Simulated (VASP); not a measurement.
Crystal: Bi4Se3.

```
CELL_PARAMETERS angstrom
6.05193 0.00000 0.00000
0.00000 6.05193 0.00000
0.00000 0.00000 6.05193
ATOMIC_POSITIONS crystal
Bi 0.50000 0.00000 0.00000
Bi 0.00000 0.50000 0.00000
Bi 0.00000 0.00000 0.50000
Bi 0.00000 0.00000 0.00000
Se 0.00000 0.50000 0.50000
Se 0.50000 0.00000 0.50000
Se 0.50000 0.50000 0.00000
```

- Program: VASP 6.6.1
- Task: relaxation of cell and atoms
- Functional: PBE
- Potentials or basis: VASP PAW PBE potentials, release 64 (Bi_d, Se)
- Cutoff: 600 eV
- k mesh: 4 × 4 × 4
- Occupations: gaussian, width 0.1 eV
- Spin: no spin polarisation

At the start: pressure 1.7 GPa; volume 31.67 Å³/atom.

Q: How do energy, volume and symmetry change on relaxing?

A: Over 3 steps the energy falls by 5.3 meV/atom and the volume is 32.70 Å³/atom (+3.3 %); space group Pm-3m (No. 221, to 0.05 Å).

Step by step:
| step | energy change (eV) | largest force (eV/Å) | pressure (GPa) | volume (Å³) |
| --- | --- | --- | --- | --- |
| 1 | 0.0000 | 0.0000 | 1.70 | 221.66 |
| 2 | -0.0285 | 0.0000 | -0.75 | 232.62 |
| 3 | -0.0373 | 0.0000 | 0.00 | 228.92 |

Final structure:
```
CELL_PARAMETERS angstrom
6.11730 0.00000 0.00000
0.00000 6.11730 0.00000
0.00000 0.00000 6.11730
ATOMIC_POSITIONS crystal
Bi 0.50000 0.00000 0.00000
Bi 0.00000 0.50000 0.00000
Bi 0.00000 0.00000 0.50000
Bi 0.00000 0.00000 0.00000
Se 0.00000 0.50000 0.50000
Se 0.50000 0.00000 0.50000
Se 0.50000 0.50000 0.00000
```
